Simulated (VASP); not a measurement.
# SrO (Fm-3m) in VASP: vibrations by perturbation theory with PBE

Aim: the vibrations by perturbation theory of SrO with PBE.

Program: VASP 6.6.1. These are calculated values, not measurements. Logs are shortened: lines on timing, memory, paths and dates and some standing lists are left out, and cuts for length are marked.

## 1. The cell of the first run

The structure is cubic, space group Fm-3m (No. 225). Conventional cell: a = 5.133 Å, b = 5.133 Å, c = 5.133 Å, α = 90.00°, β = 90.00°, γ = 90.00°. Sr (site symmetry m-3m) has 6 O at 2.57 Å within 3.4 Å. O (site symmetry m-3m) has 6 Sr at 2.57 Å within 3.4 Å.

## 2. Vibrations by perturbation theory, PBE

INCAR reads:

```
SYSTEM = SrO
PREC     = Accurate       ! precision mode
ENCUT    = 520            ! plane-wave cutoff, eV
EDIFF    = 1E-8           ! SCF threshold, eV
ISMEAR   = 0              ! smearing method
SIGMA    = 0.01           ! smearing width, eV
LREAL    = .False.        ! projectors in reciprocal space
LASPH    = .True.         ! aspherical terms in the spheres
NELM     = 100            ! most SCF steps
ALGO     = Normal         ! electronic algorithm
ISIF     = 2              ! what is computed and relaxed
LWAVE    = .False.        ! write WAVECAR
LCHARG   = .False.        ! write CHGCAR
GGA      = PE             ! functional
IBRION   = 8              ! ionic algorithm
NSW      = 1              ! ionic steps
```

KPOINTS reads:

```
Automatic mesh
0
Gamma
  3 3 3
  0 0 0
```

POSCAR reads:

```
SrO
1.0
    0.0000000000      2.5663000000      2.5663000000
    2.5663000000      0.0000000000      2.5663000000
    2.5663000000      2.5663000000      0.0000000000
Sr O
1 1
Direct
    0.5000000000      0.5000000000      0.5000000000
    0.0000000000      0.0000000000      0.0000000000
```

Potentials or basis: VASP PAW PBE potentials, release 64 (Sr_sv, O).

Run with:

```sh
$ cat potpaw_PBE.64/Sr_sv/POTCAR potpaw_PBE.64/O/POTCAR > POTCAR
$ mpirun -np 1 vasp_std > vasp.out
```

OUTCAR:

```text
SYSTEM = SrO
   PREC = Accurate
   ENCUT = 520
   EDIFF = 1E-8
   ISMEAR = 0
   LREAL = .False.
   LASPH = .True.
   NELM = 100
   ISIF = 2
   GGA = PE
   IBRION = 8
   NSW = 1

 ion  position               nearest neighbor table
   1  0.500  0.500  0.500-   2 2.57   2 2.57   2 2.57   2 2.57   2 2.57   2 2.57
   2  0.000  0.000  0.000-   1 2.57   1 2.57   1 2.57   1 2.57   1 2.57   1 2.57

  LATTYP: Found a face centered cubic cell.
 ALAT       =     5.1326000000

  Lattice vectors:

 A1 = (   0.0000000000,   2.5663000000,   2.5663000000)
 A2 = (   2.5663000000,   0.0000000000,   2.5663000000)
 A3 = (   2.5663000000,   2.5663000000,   0.0000000000)

Analysis of symmetry for initial positions (statically):
=====================================================================
 Subroutine PRICEL returns:
 Original cell was already a primitive cell.

 Routine SETGRP: Setting up the symmetry group for a
 face centered cubic supercell.

 Subroutine GETGRP returns: Found 48 space group operations
 (whereof 48 operations were pure point group operations)
 out of a pool of 48 trial point group operations.

The static configuration has the point symmetry O_h .

Analysis of symmetry for dynamics (positions and initial velocities):
=====================================================================
 Subroutine PRICEL returns:
 Original cell was already a primitive cell.

 Routine SETGRP: Setting up the symmetry group for a
 face centered cubic supercell.

 Subroutine GETGRP returns: Found 48 space group operations
 (whereof 48 operations were pure point group operations)
 out of a pool of 48 trial point group operations.

The dynamic configuration has the point symmetry O_h .

 Subroutine INISYM returns: Found 48 space group operations
 (whereof 48 operations are pure point group operations),
 and found     1 'primitive' translations

----------------------------------------------------------------------------------------

                                     Primitive cell

  volume of cell :      33.8028

  direct lattice vectors                    reciprocal lattice vectors
     0.000000000  2.566300000  2.566300000    -0.194833028  0.194833028  0.194833028
     2.566300000  0.000000000  2.566300000     0.194833028 -0.194833028  0.194833028
     2.566300000  2.566300000  0.000000000     0.194833028  0.194833028 -0.194833028

  length of vectors
     3.629296265  3.629296265  3.629296265     0.337460704  0.337460704  0.337460704

  position of ions in fractional coordinates (direct lattice)
     0.500000000  0.500000000  0.500000000
     0.000000000  0.000000000  0.000000000

  ion indices of the primitive-cell ions
   primitive index   ion index
                 1           1
                 2           2

----------------------------------------------------------------------------------------

 KPOINTS: Automatic mesh

Automatic generation of k-mesh.
 Grid dimensions read from file:
 generate k-points for:    3    3    3

 Generating k-lattice:

  Cartesian coordinates                     Fractional coordinates (reciprocal lattice)
    -0.064944343  0.064944343  0.064944343     0.333333333  0.000000000  0.000000000
     0.064944343 -0.064944343  0.064944343     0.000000000  0.333333333  0.000000000
     0.064944343  0.064944343 -0.064944343     0.000000000  0.000000000  0.333333333

  Length of vectors
     0.112486901  0.112486901  0.112486901

  Shift w.r.t. Gamma in fractional coordinates (k-lattice)
     0.000000000  0.000000000  0.000000000

 Subroutine IBZKPT returns following result:
[... 60 lines left out ...]
 Gauss-broadening in eV      SIGMA  =   0.01
  energy-cutoff  :      520.00
  volume of cell :       33.80
 maximum number of plane-waves:       941
   NGX = 13   NGY = 13   NGZ = 13

--------------------------------------- Ionic step        1  -------------------------------------------

 number of electron      15.9999996 magnetization

 Free energy of the ion-electron system (eV)
  ---------------------------------------------------
  ext. energy  EPLUGINS =         0.00000000
  ---------------------------------------------------
  free energy    TOTEN  =       -12.01177489 eV

  energy without entropy =      -12.01177489  energy(sigma->0) =      -12.01177489

 E-fermi :   1.8472     XC(G=0): -10.0459

 val. band max:        1.7259233802   @ k =   0.0000   0.0000   0.0000
 cond. band min:       5.4692908164   @ k =   0.3333   0.3333   0.0000
 fundamental gap:      3.7433674362
 Fermi energy:         1.8471554144

 k-point     1 :       0.0000    0.0000    0.0000
  band No.  band energies     occupation
      1     -30.6879      2.00000
      2     -13.3699      2.00000
      3     -12.3194      2.00000
      4     -12.3194      2.00000
      5     -12.3194      2.00000
      6       1.7259      2.00000
      7       1.7259      2.00000
      8       1.7259      2.00000
      9       5.7245      0.00000
     10       7.9120      0.00000
     11       7.9120      0.00000
     12       7.9120      0.00000
[... 33 lines left out ...]
      1     -30.5144      2.00000
      2     -14.3704      2.00000
      3     -13.0169      2.00000
      4     -12.5258      2.00000
      5     -11.6498      2.00000
      6       0.3919      2.00000
      7       0.9115      2.00000
      8       1.2397      2.00000
      9       7.4002      0.00000
     10       8.9249      0.00000
     11      10.7031      0.00000
     12      11.2718      0.00000

------------------------ aborting loop because EDIFF is reached ----------------------------------------

  FORCE on cell =-STRESS in cart. coord.  units (eV):
  Direction    XX          YY          ZZ          XY          YZ          ZX
  --------------------------------------------------------------------------------------
  -------------------------------------------------------------------------------------
  Total        0.8631005      0.8631005      0.8631005     -0.0000000     -0.0000000      0.0000000
  in kB       40.9090770     40.9090770     40.9090770     -0.0000000     -0.0000000      0.0000000
  external PRESSURE =      40.9090770 kB  Pullay stress =       0.0000000 kB

 VOLUME and BASIS-vectors are now :
 -----------------------------------------------------------------------------
  energy-cutoff  :      520.00
  volume of cell :       33.80
      direct lattice vectors                 reciprocal lattice vectors
     0.000000000  2.566300000  2.566300000    -0.194833028  0.194833028  0.194833028
     2.566300000  0.000000000  2.566300000     0.194833028 -0.194833028  0.194833028
     2.566300000  2.566300000  0.000000000     0.194833028  0.194833028 -0.194833028

 POSITION                                       TOTAL-FORCE (eV/Angst)
 -----------------------------------------------------------------------------------
      2.56630      2.56630      2.56630         0.000000      0.000000      0.000000
      0.00000      0.00000      0.00000         0.000000      0.000000     -0.000000
 -----------------------------------------------------------------------------------
    total drift:                                0.000000      0.000000      0.000000

  FREE ENERGIE OF THE ION-ELECTRON SYSTEM (eV)
  ---------------------------------------------------
  free  energy   TOTEN  =       -12.0117748889 eV

  energy  without entropy=      -12.0117748889  energy(sigma->0) =      -12.01177489

[... ionic steps 2 to 3 ...]

--------------------------------------- Ionic step        4  -------------------------------------------

------------------------ aborting loop because EDIFF is reached ----------------------------------------

[... ionic steps 5 to 6 ...]

--------------------------------------- Ionic step        7  -------------------------------------------

 Free energy of the ion-electron system (eV)
  ---------------------------------------------------
  ---------------------------------------------------
  free energy    TOTEN  =        -0.36630323 eV

  energy without entropy =       -0.36630323

------------------------ aborting loop because EDIFF is reached ----------------------------------------

 INTERNAL STRAIN TENSOR  FOR ION    2  DIRECTION 1   (eV/Angst):
 -----------------------------------------------------------------------------
    -0.00958  0.00000 -0.00000
     0.00000  0.00052 -0.00000
     0.00000 -0.00000  0.00052

 INTERNAL STRAIN TENSOR FOR ION    2 for displacements in x,y,z  (eV/Angst):
          X           Y           Z          XY          YZ          ZX
  --------------------------------------------------------------------------------
  x     0.00000     0.00000     0.00000     0.00000     0.00000     0.00000
  y     0.00000     0.00000     0.00000     0.00000     0.00000     0.00000
  z     0.00000     0.00000     0.00000     0.00000     0.00000     0.00000

 SECOND DERIVATIVES (NOT SYMMETRIZED)
 ------------------------------------
               1X          1Y          1Z          2X          2Y          2Z
  1X    -1.899585    0.000000    0.000000    1.899585    0.000000    0.000000
  1Y     0.000000   -1.899585    0.000000    0.000000    1.899585    0.000000
  1Z     0.000000    0.000000   -1.899585    0.000000    0.000000    1.899585
  2X     1.898506    0.000000    0.000000   -1.898506    0.000000    0.000000
  2Y     0.000000    1.898506    0.000000    0.000000   -1.898506    0.000000
  2Z     0.000000    0.000000    1.898506    0.000000    0.000000   -1.898506

 Eigenvectors and eigenvalues of the dynamical matrix
 ----------------------------------------------------

   1 f  =    5.856470 THz    36.797287 2PiTHz  195.350818 cm-1    24.220404 meV
             X         Y         Z           dx          dy          dz
      2.566300  2.566300  2.566300    -0.000000   -0.393045    0.000000
      0.000000  0.000000  0.000000     0.000000    0.919519    0.000000
[... 21 lines left out ...]
   6 f/i=    0.000601 THz     0.003778 2PiTHz    0.020057 cm-1     0.002487 meV
             X         Y         Z           dx          dy          dz
      2.566300  2.566300  2.566300     0.917576   -0.054685    0.024069
      0.000000  0.000000  0.000000     0.392215   -0.023375    0.010288

--------------------------------------------------------------------------------------------------------

 ELASTIC MODULI CONTR FROM IONIC RELAXATION (kBar)
 Direction    XX          YY          ZZ          XY          YZ          ZX
 --------------------------------------------------------------------------------
 XX           0.0000      0.0000      0.0000      0.0000      0.0000      0.0000
 YY           0.0000      0.0000      0.0000      0.0000      0.0000      0.0000
 ZZ           0.0000      0.0000      0.0000      0.0000      0.0000      0.0000
 XY           0.0000      0.0000      0.0000      0.0000      0.0000      0.0000
 YZ           0.0000      0.0000      0.0000      0.0000      0.0000      0.0000
 ZX           0.0000      0.0000      0.0000      0.0000      0.0000      0.0000
 --------------------------------------------------------------------------------
```

Wall time 39 s (1 thread of AMD EPYC 7R43 (Zen 3), shared host); peak memory 0.14 GiB.

Results:

```
Highest phonon frequency at Γ, LO-TO splitting left out : 195 cm⁻¹
```

Phonon frequencies in cm⁻¹ (negative: imaginary):
```tsv
q point	frequencies
(0.000, 0.000, 0.000)	0 0 0 195 195 195
```

Caveat: the k points lie up to 0.71 Å⁻¹ apart; the cell wasn't relaxed at this level first, which shifts response properties.
